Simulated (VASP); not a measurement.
# W (Pm-3m) in VASP: a series of runs

W is run at these levels: PBE; tasks: single point.

All numbers are computed with VASP 6.6.1; they aren't measurements. Logs are shortened: lines on timing, memory, paths and dates and some standing lists are left out, and cuts for length are marked.

**1. The cell of the first run**

Symmetry: Pm-3m, No. 221, cubic system. The conventional cell has a = 2.624 Å, b = 2.624 Å, c = 2.624 Å, α = 90.00°, β = 90.00°, γ = 90.00°. Within 3.5 Å of W (site symmetry m-3m) lie 6 W at 2.62 Å.

This isn't the form of W at room conditions, which is bcc.

**2. Single point, PBE**

Input file INCAR:

```
SYSTEM = W
ALGO     = Normal         ! electronic algorithm
EDIFF    = 1E-6           ! SCF threshold, eV
ENCUT    = 520            ! plane-wave cutoff, eV
GGA      = PE             ! functional
ISIF     = 2              ! what is computed and relaxed
ISMEAR   = -1             ! smearing method
LASPH    = .TRUE.         ! aspherical terms in the spheres
LCHARG   = .TRUE.         ! write CHGCAR
LELF     = .TRUE.         ! ELF
LREAL    = .FALSE.        ! projectors in reciprocal space
LVHAR    = .TRUE.       
LWAVE    = .FALSE.        ! write WAVECAR
NBANDS   = 13             ! bands
NELM     = 60             ! most SCF steps
PREC     = Accurate       ! precision mode
SIGMA    = 0.06122561905347299 ! smearing width, eV
```

Input file KPOINTS:

```
k-points
0
G
  41 41 41
  0 0 0
```

Input file POSCAR:

```
W
1.0
    2.6242578050      0.0000000000      0.0000000000
    0.0000000000      2.6242578050      0.0000000000
    0.0000000000      0.0000000000      2.6242578050
W
1
Direct
    0.0000000000      0.0000000000      0.0000000000
```

Potentials or basis: VASP PAW PBE potentials, release 64 (W_sv).

The run is started by

```bash
$ cat potpaw_PBE.64/W_sv/POTCAR > POTCAR
$ mpirun -np 1 vasp_std > vasp.out
```

OUTCAR:

```text
SYSTEM = W
   EDIFF = 1E-6
   ENCUT = 520
   GGA = PE
   ISIF = 2
   ISMEAR = -1
   LASPH = .TRUE.
   LREAL = .FALSE.
   NELM = 60
   PREC = Accurate

 ion  position               nearest neighbor table
   1  0.000  0.000  0.000-

  LATTYP: Found a simple cubic cell.
 ALAT       =     2.6242578050

  Lattice vectors:

 A1 = (   2.6242578050,   0.0000000000,   0.0000000000)
 A2 = (   0.0000000000,   2.6242578050,   0.0000000000)
 A3 = (   0.0000000000,   0.0000000000,   2.6242578050)

Analysis of symmetry for initial positions (statically):
=====================================================================
 Subroutine PRICEL returns:
 Original cell was already a primitive cell.

 Routine SETGRP: Setting up the symmetry group for a
 simple cubic supercell.

 Subroutine GETGRP returns: Found 48 space group operations
 (whereof 48 operations were pure point group operations)
 out of a pool of 48 trial point group operations.

The static configuration has the point symmetry O_h .

Analysis of symmetry for dynamics (positions and initial velocities):
=====================================================================
 Subroutine PRICEL returns:
 Original cell was already a primitive cell.

 Routine SETGRP: Setting up the symmetry group for a
 simple cubic supercell.

 Subroutine GETGRP returns: Found 48 space group operations
 (whereof 48 operations were pure point group operations)
 out of a pool of 48 trial point group operations.

The dynamic configuration has the point symmetry O_h .

 Subroutine INISYM returns: Found 48 space group operations
 (whereof 48 operations are pure point group operations),
 and found     1 'primitive' translations

----------------------------------------------------------------------------------------

                                     Primitive cell

  volume of cell :      18.0726

  direct lattice vectors                    reciprocal lattice vectors
     2.624257805  0.000000000  0.000000000     0.381060122  0.000000000  0.000000000
     0.000000000  2.624257805  0.000000000     0.000000000  0.381060122  0.000000000
     0.000000000  0.000000000  2.624257805     0.000000000  0.000000000  0.381060122

  length of vectors
     2.624257805  2.624257805  2.624257805     0.381060122  0.381060122  0.381060122

  position of ions in fractional coordinates (direct lattice)
     0.000000000  0.000000000  0.000000000

  ion indices of the primitive-cell ions
   primitive index   ion index
                 1           1

----------------------------------------------------------------------------------------

 KPOINTS: k-points

Automatic generation of k-mesh.
 Grid dimensions read from file:
 generate k-points for:   41   41   41

 Generating k-lattice:

  Cartesian coordinates                     Fractional coordinates (reciprocal lattice)
     0.009294149  0.000000000  0.000000000     0.024390244  0.000000000  0.000000000
     0.000000000  0.009294149  0.000000000     0.000000000  0.024390244  0.000000000
     0.000000000  0.000000000  0.009294149     0.000000000  0.000000000  0.024390244

  Length of vectors
     0.009294149  0.009294149  0.009294149

  Shift w.r.t. Gamma in fractional coordinates (k-lattice)
     0.000000000  0.000000000  0.000000000

 Subroutine IBZKPT returns following result:
 ===========================================

 Found   1771 irreducible k-points:

 Following reciprocal coordinates:
            Coordinates               Weight
  0.000000  0.000000  0.000000      1.000000
  0.024390  0.000000  0.000000      6.000000
  0.048780  0.000000  0.000000      6.000000
  0.073171  0.000000  0.000000      6.000000
  0.097561  0.000000  0.000000      6.000000
  0.121951  0.000000  0.000000      6.000000
[... 16 lines left out ...]
  0.048780  0.024390  0.000000     24.000000
  0.073171  0.024390  0.000000     24.000000
 [... further k-points ...]
   k-points           NKPTS =   1771   k-points in BZ     NKDIM =   1771   number of bands    NBANDS=     13
   number of dos      NEDOS =    301   number of ions     NIONS =      1
   total plane-waves  NPLWV =   8000
   dimension x,y,z NGX =    20 NGY =   20 NGZ =   20
   dimension x,y,z NGXF=    40 NGYF=   40 NGZF=   40
   ions per type =               1
   NGX,Y,Z   is equivalent  to a cutoff of  12.67, 12.67, 12.67 a.u.
   NGXF,Y,Z  is equivalent  to a cutoff of  25.34, 25.34, 25.34 a.u.
 SYSTEM =  W
   PREC   = accura    normal or accurate (medium, high low for compatibility)
   ISTART =      0    job   : 0-new  1-cont  2-samecut
   ICHARG =      2    charge: 1-file 2-atom 10-const
   ISPIN  =      1    spin polarized calculation?
   LNONCOLLINEAR =      F non collinear calculations
   LSORBIT =      F    spin-orbit coupling
   LASPH  =      T    aspherical Exc in radial PAW
   ENCUT  =  520.0 eV  38.22 Ry    6.18 a.u.   4.88  4.88  4.88*2*pi/ulx,y,z
   NELM   =     60;   NELMIN=  2; NELMDL= -5     # of ELM steps
   EDIFF  = 0.1E-05   stopping-criterion for ELM
   LREAL  =      F    real-space projection
   EDIFFG = 0.1E-04   stopping-criterion for IOM
   NSW    =      0    number of steps for IOM
   IBRION =     -1    ionic relax: 0-MD 1-quasi-New 2-CG
   NFREE  =      0    steps in history (QN), initial steepest desc. (CG)
   ISIF   =      2    stress and relaxation
   ISYM   =      2    0-nonsym 1-usesym 2-fastsym
   POTIM  = 0.5000    time-step for ionic-motion
   TEBEG  =    0.0;   TEEND  =   0.0 temperature during run
   PSTRESS=    0.0 pullay stress
   NELECT =      14.0000    total number of electrons
   NUPDOWN=      -1.0000    fix difference up-down
   EMIN   =  10.00;   EMAX   =-10.00  energy-range for DOS
   EFERMI =   0.00;   METHOD = LEGACY
   ISMEAR =    -1;   SIGMA  =   0.06  broadening in eV -4-tet -1-fermi 0-gaus
   EFERMI_NEDOS =   21; number of points for ismear=-14 and -15
   IALGO  =     38    algorithm
   IMIX   =      4    mixing-type and parameters
     AMIX     =   0.40;   BMIX     =  1.00
     AMIX_MAG =   1.60;   BMIX_MAG =  1.00
  volume/ion in A,a.u.               =      18.07       121.96
  Fermi-wavevector in a.u.,A,eV,Ry     =   1.503526  2.841253 30.757210  2.260591
  Thomas-Fermi vector in A             =   2.614625
   LORBIT       =      0    0 simple, 1 ext, 2 COOP (PROOUT), +10 PAW based schemes
   GGA     = PE    functional components
[... 5 lines left out ...]
 non-spin polarized calculation
  energy-cutoff  :      520.00
  volume of cell :       18.07
 maximum number of plane-waves:       500
 NGX is ok and might be reduce to    20
   NGX =  9   NGY =  9   NGZ =  9

 number of electron      14.0000002 magnetization

 Free energy of the ion-electron system (eV)
  ---------------------------------------------------
  ext. energy  EPLUGINS =         0.00000000
  ---------------------------------------------------
  free energy    TOTEN  =       -11.51082826 eV

  energy without entropy =      -11.49892339  energy(sigma->0) =      -11.50487582

 E-fermi :   9.5414     XC(G=0): -12.7636

 val. band max:        9.5399020263   @ k =   0.4390   0.2683   0.2195
 cond. band min:       9.5423452926   @ k =   0.4878   0.4390   0.2195
 fundamental gap:      0.0024432662
 Fermi energy:         9.5414113489

 k-point     1 :       0.0000    0.0000    0.0000
  band No.  band energies     occupation
      1     -64.5537      2.00000
      2     -28.1467      2.00000
      3     -28.1467      2.00000
      4     -28.1467      2.00000
      5       0.9010      2.00000
      6       5.1443      2.00000
      7       5.1443      2.00000
      8      14.3245      0.00000
      9      14.3245      0.00000
     10      14.3245      0.00000
     11      24.2995      0.00000
     12      24.2995      0.00000
     13      24.2995      0.00000

 k-point     2 :       0.0244    0.0000    0.0000
  band No.  band energies     occupation
      1     -64.5531      2.00000
      2     -28.1550      2.00000
      3     -28.1460      2.00000
      4     -28.1460      2.00000
      5       0.9209      2.00000
      6       5.1494      2.00000
      7       5.1651      2.00000
      8      14.2899      0.00000
      9      14.2899      0.00000
     10      14.3268      0.00000
     11      24.1796      0.00000
     12      24.3446      0.00000
     13      24.3446      0.00000

 k-point     3 :       0.0488    0.0000    0.0000
  band No.  band energies     occupation
      1     -64.5513      2.00000
      2     -28.1800      2.00000
      3     -28.1439      2.00000
      4     -28.1439      2.00000
      5       0.9801      2.00000
      6       5.1646      2.00000
      7       5.2275      2.00000
      8      14.1887      0.00000
      9      14.1887      0.00000
     10      14.3336      0.00000
     11      23.8493      0.00000
     12      24.4770      0.00000
     13      24.4770      0.00000
[... 305 lines left out ...]
 k-point    23 :       0.0488    0.0244    0.0000
  band No.  band energies     occupation
      1     -64.5507      2.00000
      2     -28.1793      2.00000
      3     -28.1522      2.00000
      4     -28.1432      2.00000
      5       1.0001      2.00000
      6       5.1807      2.00000
      7       5.2373      2.00000
      8      14.1532      0.00000
      9      14.1883      0.00000
     10      14.3021      0.00000
     11      23.8850      0.00000
     12      24.3667      0.00000
     13      24.5221      0.00000

 k-point    24 :       0.0732    0.0244    0.0000
  band No.  band energies     occupation
      1     -64.5478      2.00000
      2     -28.2200      2.00000
      3     -28.1488      2.00000
      4     -28.1398      2.00000
      5       1.0970      2.00000
      6       5.2063      2.00000
      7       5.3405      2.00000
      8      13.9915      0.00000
      9      14.0284      0.00000
     10      14.3131      0.00000
     11      23.4118      0.00000
     12      24.5749      0.00000
     13      24.7341      0.00000

 [... further k-points ...]

------------------------ aborting loop because EDIFF is reached ----------------------------------------

  FORCE on cell =-STRESS in cart. coord.  units (eV):
  Direction    XX          YY          ZZ          XY          YZ          ZX
  --------------------------------------------------------------------------------------
  -------------------------------------------------------------------------------------
  Total        0.4676250      0.4676250      0.4676250      0.0000000     -0.0000000      0.0000000
  in kB       41.4561343     41.4561343     41.4561343      0.0000000     -0.0000000      0.0000000
  external PRESSURE =      41.4561343 kB  Pullay stress =       0.0000000 kB

 VOLUME and BASIS-vectors are now :
 -----------------------------------------------------------------------------
  energy-cutoff  :      520.00
  volume of cell :       18.07
      direct lattice vectors                 reciprocal lattice vectors
     2.624257805  0.000000000  0.000000000     0.381060122  0.000000000  0.000000000
     0.000000000  2.624257805  0.000000000     0.000000000  0.381060122  0.000000000
     0.000000000  0.000000000  2.624257805     0.000000000  0.000000000  0.381060122

 POSITION                                       TOTAL-FORCE (eV/Angst)
 -----------------------------------------------------------------------------------
      0.00000      0.00000      0.00000         0.000000      0.000000      0.000000
 -----------------------------------------------------------------------------------
    total drift:                                0.000000      0.000000      0.000000

  FREE ENERGIE OF THE ION-ELECTRON SYSTEM (eV)
  ---------------------------------------------------
  free  energy   TOTEN  =       -11.5108282577 eV

  energy  without entropy=      -11.4989233922  energy(sigma->0) =      -11.50487582
```

Run time: 96 s. Hardware: 1 thread of Intel Xeon 6975P-C (Granite Rapids), shared host; peak memory 0.46 GiB.

What came out:

* Free energy: -11.5108 eV
* Pressure: 4.1 GPa
* Band gap on the k mesh: zero (bands 7 and 8 overlap by 3.07 eV)

Levels at points of the mesh, in eV from the Fermi level:
| k point | band 3 | band 4 | band 5 | band 6 | band 7 | band 8 | band 9 | band 10 | band 11 | band 12 |
| --- | --- | --- | --- | --- | --- | --- | --- | --- | --- | --- |
| (0.00, 0.00, 0.00) | -37.69 | -37.69 | -8.64 | -4.40 | -4.40 | 4.78 | 4.78 | 4.78 | 14.76 | 14.76 |

Caveat: the cell stands under pressure; spin-orbit coupling is left out, which moves the levels of the heavy elements.

**3. Single point, PBE**

This run uses another cell than the first one, of 18.44 Å³/atom.

Input file INCAR:

```
SYSTEM = W
PREC = Accurate
ENCUT = 520
EDIFF = 1E-6
ISMEAR = -1
SIGMA = 0.06122561905347299
LREAL = .False.
LASPH = .True.
NELM = 80
ALGO = Normal
ISIF = 2
LWAVE = .False.
LCHARG = .False.
GGA = PE
NBANDS = 13
```

Input file KPOINTS:

```
Automatic mesh
0
Gamma
  41 41 41
  0 0 0
```

Input file POSCAR:

```
W
1.0
    2.6419898145      0.0000000000      0.0000000000
    0.0000000000      2.6419898145      0.0000000000
    0.0000000000      0.0000000000      2.6419898145
W
1
Direct
    0.0000000000      0.0000000000      0.0000000000
```

Potentials or basis: VASP PAW PBE potentials, release 64 (W_sv).

The run is started by

```bash
$ cat potpaw_PBE.64/W_sv/POTCAR > POTCAR
$ mpirun -np 1 vasp_std > vasp.out
```

Run time: 90 s. Hardware: 1 thread of Intel Xeon 6975P-C (Granite Rapids), shared host; peak memory 0.46 GiB.

Results (log left out):

```
Free energy            : -11.5153 eV
Pressure               : -0.4 GPa
Band gap on the k mesh : zero (bands 7 and 8 overlap by 2.98 eV)
```

Levels at points of the mesh, in eV from the Fermi level:
| k point | band 5 | band 6 | band 7 | band 8 | band 9 | band 10 |
| --- | --- | --- | --- | --- | --- | --- |
| (0.00, 0.00, 0.00) | -8.53 | -4.29 | -4.29 | 4.65 | 4.65 | 4.65 |

Caveat: spin-orbit coupling is left out, which moves the levels of the heavy elements.
